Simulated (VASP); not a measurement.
# BeTe (F-43m) in VASP: a series of runs, part 2 of 2

VASP 6.6.1. Earlier steps stand in the parts before.

## Step 3: Single point, r2SCAN

This run uses another cell than the first one, of 22.63 Å³/atom.

File POSCAR:

```
BeTe
1.0
    0.0000000000      2.8286752159      2.8286752159
    2.8286752159      0.0000000000      2.8286752159
    2.8286752159      2.8286752159      0.0000000000
Be Te
1 1
Direct
    0.0000000000      0.0000000000      0.0000000000
    0.2500000000      0.2500000000      0.2500000000
```

File INCAR.step1:

```
SYSTEM = BeTe
PREC = Accurate ; ENCUT = 660
ISMEAR = 0 ; SIGMA = 0.02
LREAL = .FALSE. ; LASPH = .TRUE.
NELM = 120 ; NBANDS = 11
GGA = PE ; ALGO = Normal
EDIFF = 1E-5 ; LWAVE = .TRUE.
LCHARG = .FALSE. ; GGA_COMPAT = .FALSE.
```

File INCAR.step2:

```
SYSTEM = BeTe
PREC = Accurate ; ENCUT = 660
EDIFF = 1E-6 ; ISMEAR = 0
SIGMA = 0.02 ; LREAL = .FALSE.
LASPH = .TRUE. ; NELM = 120
ALGO = Normal ; ISIF = 2
LWAVE = .FALSE. ; LCHARG = .FALSE.
METAGGA = R2SCAN ; LMIXTAU = .TRUE.
NBANDS = 11 ; ISTART = 1
GGA_COMPAT = .FALSE.
```

File KPOINTS:

```
Automatic mesh
0
G
  8 8 8
  0 0 0
```

Potentials or basis: VASP PAW PBE potentials, release 64 (Be, Te).

Command:

```console
cat potpaw_PBE.64/Be/POTCAR potpaw_PBE.64/Te/POTCAR > POTCAR
cp INCAR.step1 INCAR
mpirun -np 1 vasp_std > vasp.out
cp INCAR.step2 INCAR
mpirun -np 1 vasp_std > vasp.out
```

OUTCAR:

```text
SYSTEM = BeTe
   PREC = Accurate
   ENCUT = 660
   EDIFF = 1E-6
   ISMEAR = 0
   LREAL = .FALSE.
   LASPH = .TRUE.
   NELM = 120
   ISIF = 2
   METAGGA = R2SCAN
   ISTART = 1

 ion  position               nearest neighbor table
   1  0.000  0.000  0.000-   2 2.45   2 2.45   2 2.45   2 2.45
   2  0.250  0.250  0.250-   1 2.45   1 2.45   1 2.45   1 2.45

  LATTYP: Found a face centered cubic cell.
 ALAT       =     5.6573504318

  Lattice vectors:

 A1 = (   0.0000000000,   2.8286752159,   2.8286752159)
 A2 = (   2.8286752159,   0.0000000000,   2.8286752159)
 A3 = (   2.8286752159,   2.8286752159,   0.0000000000)

Analysis of symmetry for initial positions (statically):
=====================================================================
 Subroutine PRICEL returns:
 Original cell was already a primitive cell.

 Routine SETGRP: Setting up the symmetry group for a
 face centered cubic supercell.

 Subroutine GETGRP returns: Found 24 space group operations
 (whereof 24 operations were pure point group operations)
 out of a pool of 48 trial point group operations.

The static configuration has the point symmetry T_d .

Analysis of symmetry for dynamics (positions and initial velocities):
=====================================================================
 Subroutine PRICEL returns:
 Original cell was already a primitive cell.

 Routine SETGRP: Setting up the symmetry group for a
 face centered cubic supercell.

 Subroutine GETGRP returns: Found 24 space group operations
 (whereof 24 operations were pure point group operations)
 out of a pool of 48 trial point group operations.

The dynamic configuration has the point symmetry T_d .

 Subroutine INISYM returns: Found 24 space group operations
 (whereof 24 operations are pure point group operations),
 and found     1 'primitive' translations

----------------------------------------------------------------------------------------

                                     Primitive cell

  volume of cell :      45.2667

  direct lattice vectors                    reciprocal lattice vectors
     0.000000000  2.828675216  2.828675216    -0.176761191  0.176761191  0.176761191
     2.828675216  0.000000000  2.828675216     0.176761191 -0.176761191  0.176761191
     2.828675216  2.828675216  0.000000000     0.176761191  0.176761191 -0.176761191

  length of vectors
     4.000350854  4.000350854  4.000350854     0.306159364  0.306159364  0.306159364

  position of ions in fractional coordinates (direct lattice)
     0.000000000  0.000000000  0.000000000
     0.250000000  0.250000000  0.250000000

  ion indices of the primitive-cell ions
   primitive index   ion index
                 1           1
                 2           2

----------------------------------------------------------------------------------------

 KPOINTS: Automatic mesh

Automatic generation of k-mesh.
 Grid dimensions read from file:
 generate k-points for:    8    8    8

 Generating k-lattice:

  Cartesian coordinates                     Fractional coordinates (reciprocal lattice)
[... 21 lines left out ...]
  0.500000  0.000000  0.000000      4.000000
  0.125000  0.125000  0.000000      6.000000
[... 16 lines left out ...]
  0.500000  0.250000  0.125000     48.000000
 -0.375000  0.250000  0.125000     24.000000
 [... further k-points ...]
   k-points           NKPTS =     29   k-points in BZ     NKDIM =     29   number of bands    NBANDS=     11
   number of dos      NEDOS =    301   number of ions     NIONS =      2
   total plane-waves  NPLWV =  46656
   dimension x,y,z NGX =    36 NGY =   36 NGZ =   36
   dimension x,y,z NGXF=    72 NGYF=   72 NGZF=   72
   ions per type =               1   1
   NGX,Y,Z   is equivalent  to a cutoff of  14.96, 14.96, 14.96 a.u.
   NGXF,Y,Z  is equivalent  to a cutoff of  29.92, 29.92, 29.92 a.u.
 SYSTEM =  BeTe
   PREC   = accura    normal or accurate (medium, high low for compatibility)
   ISTART =      1    job   : 0-new  1-cont  2-samecut
   ICHARG =      0    charge: 1-file 2-atom 10-const
   ISPIN  =      1    spin polarized calculation?
   LNONCOLLINEAR =      F non collinear calculations
   LSORBIT =      F    spin-orbit coupling
   LASPH  =      T    aspherical Exc in radial PAW
   ENCUT  =  660.0 eV  48.51 Ry    6.96 a.u.   8.38  8.38  8.38*2*pi/ulx,y,z
   NELM   =    120;   NELMIN=  2; NELMDL=  0     # of ELM steps
   EDIFF  = 0.1E-05   stopping-criterion for ELM
   LREAL  =      F    real-space projection
   EDIFFG = 0.1E-04   stopping-criterion for IOM
   NSW    =      0    number of steps for IOM
   IBRION =     -1    ionic relax: 0-MD 1-quasi-New 2-CG
   NFREE  =      0    steps in history (QN), initial steepest desc. (CG)
   ISIF   =      2    stress and relaxation
   ISYM   =      2    0-nonsym 1-usesym 2-fastsym
   POTIM  = 0.5000    time-step for ionic-motion
   TEBEG  =    0.0;   TEEND  =   0.0 temperature during run
   PSTRESS=    0.0 pullay stress
   NELECT =       8.0000    total number of electrons
   NUPDOWN=      -1.0000    fix difference up-down
   EMIN   =  10.00;   EMAX   =-10.00  energy-range for DOS
   EFERMI =   0.00;   METHOD = LEGACY
   ISMEAR =     0;   SIGMA  =   0.02  broadening in eV -4-tet -1-fermi 0-gaus
   EFERMI_NEDOS =   21; number of points for ismear=-14 and -15
   IALGO  =     38    algorithm
   IMIX   =      4    mixing-type and parameters
     AMIX     =   0.40;   BMIX     =  1.00
     AMIX_MAG =   1.60;   BMIX_MAG =  1.00
  volume/ion in A,a.u.               =      22.63       152.74
  Fermi-wavevector in a.u.,A,eV,Ry     =   0.918710  1.736110 11.483697  0.844028
  Thomas-Fermi vector in A             =   2.043822
   LORBIT       =      0    0 simple, 1 ext, 2 COOP (PROOUT), +10 PAW based schemes
   METAGGA = R2SCAN    functional components
   LHFCALC =     F    Hartree Fock is set to
   AEXX    =    0.0000 exact exchange contribution
   IVDW    =     0    specifies the selected vdW correction
   LEPSILON=     F    determine dielectric tensor
   LRPA    =     F    only Hartree local field effects (RPA)
 non-spin polarized calculation
 Gauss-broadening in eV      SIGMA  =   0.02
  energy-cutoff  :      660.00
  volume of cell :       45.27
 maximum number of plane-waves:      1807
 NGX is ok and might be reduce to    36
   NGX = 17   NGY = 17   NGZ = 17

 number of electron       8.0000000 magnetization

 Free energy of the ion-electron system (eV)
  ---------------------------------------------------
  ext. energy  EPLUGINS =         0.00000000
  ---------------------------------------------------
  free energy    TOTEN  =       -30.68569522 eV

  energy without entropy =      -30.68569522  energy(sigma->0) =      -30.68569522

 E-fermi :   4.9236     XC(G=0):  -9.4224

 val. band max:        4.7853364302   @ k =   0.0000   0.0000   0.0000
 cond. band min:       7.1544764526   @ k =   0.5000   0.5000   0.0000
 fundamental gap:      2.3691400224
 Fermi energy:         4.9236191139

 k-point     1 :       0.0000    0.0000    0.0000
  band No.  band energies     occupation
      1      -7.9094      2.00000
      2       4.7853      2.00000
      3       4.7853      2.00000
      4       4.7853      2.00000
      5       8.8156      0.00000
      6       8.8156      0.00000
      7       8.8156      0.00000
      8       9.1905      0.00000
      9      13.7997      0.00000
     10      15.5061      0.00000
     11      15.5061      0.00000
[... 309 lines left out ...]
 k-point    24 :      -0.3750    0.2500    0.1250
  band No.  band energies     occupation
      1      -6.2484      2.00000
      2      -0.4625      2.00000
      3       1.8422      2.00000
      4       2.8583      2.00000
      5       9.4733      0.00000
      6       9.5718      0.00000
      7      12.0172      0.00000
      8      13.1707      0.00000
      9      13.8227      0.00000
     10      17.0664      0.00000
     11      17.4331      0.00000

 [... further k-points ...]

------------------------ aborting loop because EDIFF is reached ----------------------------------------

  FORCE on cell =-STRESS in cart. coord.  units (eV):
  Direction    XX          YY          ZZ          XY          YZ          ZX
  --------------------------------------------------------------------------------------
  -------------------------------------------------------------------------------------
  Total        0.0472104      0.0472104      0.0472104     -0.0000000      0.0000000     -0.0000000
  in kB        1.6709726      1.6709726      1.6709726     -0.0000000      0.0000000     -0.0000000
  external PRESSURE =       1.6709726 kB  Pullay stress =       0.0000000 kB

 VOLUME and BASIS-vectors are now :
 -----------------------------------------------------------------------------
  energy-cutoff  :      660.00
  volume of cell :       45.27
      direct lattice vectors                 reciprocal lattice vectors
     0.000000000  2.828675216  2.828675216    -0.176761191  0.176761191  0.176761191
     2.828675216  0.000000000  2.828675216     0.176761191 -0.176761191  0.176761191
     2.828675216  2.828675216  0.000000000     0.176761191  0.176761191 -0.176761191

 POSITION                                       TOTAL-FORCE (eV/Angst)
 -----------------------------------------------------------------------------------
      0.00000      0.00000      0.00000        -0.000000     -0.000000     -0.000000
      1.41434      1.41434      1.41434         0.000000      0.000000      0.000000
 -----------------------------------------------------------------------------------
    total drift:                                0.000000      0.000000      0.000000

  FREE ENERGIE OF THE ION-ELECTRON SYSTEM (eV)
  ---------------------------------------------------
  free  energy   TOTEN  =       -30.6856952241 eV

  energy  without entropy=      -30.6856952241  energy(sigma->0) =      -30.68569522
```

It took 58 s on 1 thread of AMD EPYC 9R45 (Zen 5), shared host; peak memory 0.19 GiB.

Results:

```yaml
Free_energy: -30.6857 eV
Pressure: 0.2 GPa
Band_gap_on_the_k_mesh: 2.37 eV (least direct gap 4.03 eV)
```

Caveat: the PAW data sets were made with another functional, which shifts forces and pressure a little; spin-orbit coupling is left out, which moves the levels of the heavy elements.

## Step 4: Single point, r2SCAN

This run uses another cell than the first one, of 22.63 Å³/atom.

POSCAR is that of step 3.

File INCAR.step1:

```
PREC = Accurate
ENCUT = 660
ISMEAR = 0
SIGMA = 0.01
LREAL = False
LASPH = True
NELM = 120
NBANDS = 11
GGA = PE
ALGO = Normal
EDIFF = 1E-5
LWAVE = True
LCHARG = False
GGA_COMPAT = False
```

File INCAR.step2:

```
PREC = Accurate
ENCUT = 660
EDIFF = 1E-6
ISMEAR = 0
SIGMA = 0.01
LREAL = False
LASPH = True
NELM = 120
ALGO = Normal
ISIF = 2
LWAVE = False
LCHARG = False
METAGGA = R2SCAN
LMIXTAU = True
NBANDS = 11
ISTART = 1
GGA_COMPAT = False
```

File KPOINTS:

```
regular mesh
0
Gamma
  8 8 8
```

Command:

```console
cat potpaw_PBE.64/Be/POTCAR potpaw_PBE.64/Te/POTCAR > POTCAR
cp INCAR.step1 INCAR
mpirun -np 1 vasp_std > vasp.out
cp INCAR.step2 INCAR
mpirun -np 1 vasp_std > vasp.out
```

Wall time 57 s (1 thread of AMD EPYC 9R45 (Zen 5), shared host); peak memory 0.19 GiB.

It converged, with:

```
Free energy            : -30.6857 eV
Pressure               : 0.2 GPa
Band gap on the k mesh : 2.37 eV (least direct gap 4.03 eV)
```

Levels at points of the mesh, in eV from the valence-band top:
```tsv
k point	band 1	band 2	band 3	band 4	band 5	band 6	band 7	band 8	band 9
(0.00, 0.00, 0.00)	-12.69	0.00	0.00	0.00	4.03	4.03	4.03	4.41	9.01
(0.50, 0.00, 0.00)	-11.29	-5.67	-1.15	-1.15	3.51	5.02	5.02	8.47	11.71
(0.50, 0.50, 0.00)	-10.77	-5.27	-2.69	-2.69	2.37	3.01	10.48	10.48	12.44
```

Caveat: the PAW data sets were made with another functional, which shifts forces and pressure a little; spin-orbit coupling is left out, which moves the levels of the heavy elements. A k mesh can miss the band edges.

## Step 5: Relaxation of cell and atoms, r2SCAN

File POSCAR:

```
BeTe
1.0
    0.0000000000      2.8150000000      2.8150000000
    2.8150000000      0.0000000000      2.8150000000
    2.8150000000      2.8150000000      0.0000000000
Be Te
1 1
Direct
    0.0000000000      0.0000000000      0.0000000000
    0.2500000000      0.2500000000      0.2500000000
```

File INCAR.step1:

```
  PREC = Accurate
  ENCUT = 660
  ISMEAR = 0
  SIGMA = 0.02
  LREAL = F
  LASPH = T
  NELM = 120
  GGA = PE
  ALGO = Normal
  EDIFF = 1E-5
  LWAVE = T
  LCHARG = F
  GGA_COMPAT = F
  IBRION = 2
  ISIF = 3
  EDIFFG = -0.005
  NELMIN = 4
  NSW = 100
```

File INCAR.step2:

```
  PREC = Accurate
  ENCUT = 660
  EDIFF = 1E-7
  ISMEAR = 0
  SIGMA = 0.02
  LREAL = F
  LASPH = T
  NELM = 120
  ALGO = Normal
  ISIF = 3
  LWAVE = F
  LCHARG = F
  METAGGA = R2SCAN
  LMIXTAU = T
  IBRION = 2
  NSW = 100
  EDIFFG = -0.002
  ISTART = 1
  GGA_COMPAT = F
  NELMIN = 4
```

File KPOINTS:

```
Automatic mesh
0
Gamma
  8 8 8
```

Potentials or basis: VASP PAW PBE potentials, release 64 (Be, Te).

Command:

```console
cat potpaw_PBE.64/Be/POTCAR potpaw_PBE.64/Te/POTCAR > POTCAR
cp INCAR.step1 INCAR
mpirun -np 1 vasp_std > vasp.out
cp INCAR.step2 INCAR
mpirun -np 1 vasp_std > vasp.out
```

OUTCAR:

```text
PREC = Accurate
   ENCUT = 660
   EDIFF = 1E-7
   ISMEAR = 0
   LREAL = F
   LASPH = T
   NELM = 120
   ISIF = 3
   METAGGA = R2SCAN
   IBRION = 2
   NSW = 100
   EDIFFG = -0.002
   ISTART = 1
   NELMIN = 4

 ion  position               nearest neighbor table
   1  0.000  0.000  0.000-   2 2.44   2 2.44   2 2.44   2 2.44
   2  0.250  0.250  0.250-   1 2.44   1 2.44   1 2.44   1 2.44

  LATTYP: Found a face centered cubic cell.
 ALAT       =     5.6300000000

  Lattice vectors:

 A1 = (   0.0000000000,   2.8150000000,   2.8150000000)
 A2 = (   2.8150000000,   0.0000000000,   2.8150000000)
 A3 = (   2.8150000000,   2.8150000000,   0.0000000000)

Analysis of symmetry for initial positions (statically):
=====================================================================
[... 260 lines left out ...]
 fundamental gap:      2.3750677848
 Fermi energy:         4.8475604975

 k-point     1 :       0.0000    0.0000    0.0000
  band No.  band energies     occupation
      1      -7.9212      2.00000
      2       4.7548      2.00000
      3       4.7548      2.00000
      4       4.7548      2.00000
      5       8.7871      0.00000
      6       8.7871      0.00000
      7       8.7871      0.00000
      8       9.1371      0.00000
[... 243 lines left out ...]
 k-point    24 :      -0.3750    0.2500    0.1250
  band No.  band energies     occupation
      1      -6.2686      2.00000
      2      -0.4768      2.00000
      3       1.8218      2.00000
      4       2.8358      2.00000
      5       9.4410      0.00000
      6       9.5387      0.00000
      7      11.9767      0.00000
      8      13.1300      0.00000

 [... further k-points ...]

------------------------ aborting loop because EDIFF is reached ----------------------------------------

  FORCE on cell =-STRESS in cart. coord.  units (eV):
  Direction    XX          YY          ZZ          XY          YZ          ZX
  --------------------------------------------------------------------------------------
  -------------------------------------------------------------------------------------
  Total        0.0011243      0.0011243      0.0011243      0.0000000      0.0000000      0.0000000
  in kB        0.0396817      0.0396817      0.0396817      0.0000000      0.0000000      0.0000000
  external PRESSURE =       0.0396817 kB  Pullay stress =       0.0000000 kB
[... 17 lines left out ...]
  FREE ENERGIE OF THE ION-ELECTRON SYSTEM (eV)
  ---------------------------------------------------
  free  energy   TOTEN  =       -30.6857261862 eV

  energy  without entropy=      -30.6857261862  energy(sigma->0) =      -30.68572619

 reached required accuracy - stopping structural energy minimisation
```

OSZICAR.step1:

```text
N       E                     dE             d eps       ncg     rms          rms(c)
DAV:   1     0.223081851291E+02    0.22308E+02   -0.37057E+03   464   0.959E+02
DAV:   2    -0.697201406522E+01   -0.29280E+02   -0.28204E+02   696   0.107E+02
DAV:   3    -0.775030493912E+01   -0.77829E+00   -0.77829E+00   584   0.219E+01
DAV:   4    -0.775542700263E+01   -0.51221E-02   -0.51221E-02   672   0.205E+00
[... 16 lines left out ...]
       N       E                     dE             d eps       ncg     rms          rms(c)
DAV:   1    -0.762487944953E+01   -0.42766E-03   -0.63944E-03   496   0.418E-01    0.865E-02
DAV:   2    -0.762463449690E+01    0.24495E-03   -0.56200E-04   480   0.135E-01    0.421E-02
DAV:   3    -0.762458020506E+01    0.54292E-04   -0.24931E-04   528   0.798E-02    0.213E-02
DAV:   4    -0.762457835454E+01    0.18505E-05   -0.52092E-06   248   0.182E-02
   3 F= -.76245784E+01 E0= -.76245784E+01  d E =-.336436E-02
```

Wall time 2.7 min (1 thread of AMD EPYC 9R45 (Zen 5), shared host); peak memory 0.2 GiB.

Results:

- Free energy: -30.6857 eV
- Relaxed volume: 22.70 Å³/atom
- Relaxed cell: a = 4.004 Å, b = 4.004 Å, c = 4.004 Å, α = 60.00°, β = 60.00°, γ = 60.00°
- Space group after relaxing (to 0.1 Å): F-43m (No. 216)
- Energy gained by relaxing: 1.3 meV/atom
- Ionic steps: 3
- Pressure after relaxing: 0.0 GPa
- Band gap on the k mesh: 2.38 eV (least direct gap 4.03 eV)

The path:
```tsv
step	energy change (eV)	largest force (eV/Å)	pressure (GPa)	volume (Å³)
1	0.0000	0.0000	1.07	44.61
2	-0.0024	0.0000	-0.25	45.58
3	-0.0026	0.0000	0.00	45.39
```

Final structure:
```yaml
crystal:
  lattice:
    - [0.00000, 2.83130, 2.83130]
    - [2.83130, 0.00000, 2.83130]
    - [2.83130, 2.83130, 0.00000]
  atoms:
    - { symbol: Be, position: [0.00000, 0.00000, 0.00000] }
    - { symbol: Te, position: [0.25000, 0.25000, 0.25000] }
```

Levels at points of the mesh, in eV from the valence-band top:
```tsv
k point	band 1	band 2	band 3	band 4	band 5	band 6	band 7	band 8
(0.00, 0.00, 0.00)	-12.68	0.00	0.00	0.00	4.03	4.03	4.03	4.38
(0.50, 0.00, 0.00)	-11.28	-5.66	-1.14	-1.14	3.51	5.02	5.02	8.47
(0.50, 0.50, 0.00)	-10.76	-5.25	-2.68	-2.68	2.38	3.01	10.46	10.46
```

Caveat: the PAW data sets were made with another functional, which shifts forces and pressure a little; spin-orbit coupling is left out, which moves the levels of the heavy elements. A k mesh can miss the band edges.

## Step 6: Summary

| task | cell | k mesh | smearing | gap on the mesh (eV) | pressure (GPa) |
| --- | --- | --- | --- | --- | --- |
| single point | a = 3.981 Å, angles 60.0°, 2 atoms | 6 × 6 × 6 | gaussian 0.1 eV | 2.33 | 1.1 |
| single point | a = 4.000 Å, angles 60.0°, 2 atoms | 8 × 8 × 8 | gaussian 0.02 eV | 2.37 | 0.2 |
| single point | a = 4.000 Å, angles 60.0°, 2 atoms | 8 × 8 × 8 | gaussian 0.01 eV | 2.37 | 0.2 |
| relaxation of cell and atoms | relaxed from a = 3.981 Å, angles 60.0°, 2 atoms | 8 × 8 × 8 | gaussian 0.02 eV | 2.38 | 0.0 |

Alike in all rows: level r2SCAN; potentials or basis VASP PAW PBE potentials, release 64 (Be, Te); no spin polarisation; cutoff (eV) 660.

Caveats: the PAW data sets were made with another functional, which shifts forces and pressure a little; spin-orbit coupling is left out, which moves the levels of the heavy elements.

Total energies depend on the potentials used, so only differences within one code and one set of settings carry meaning.
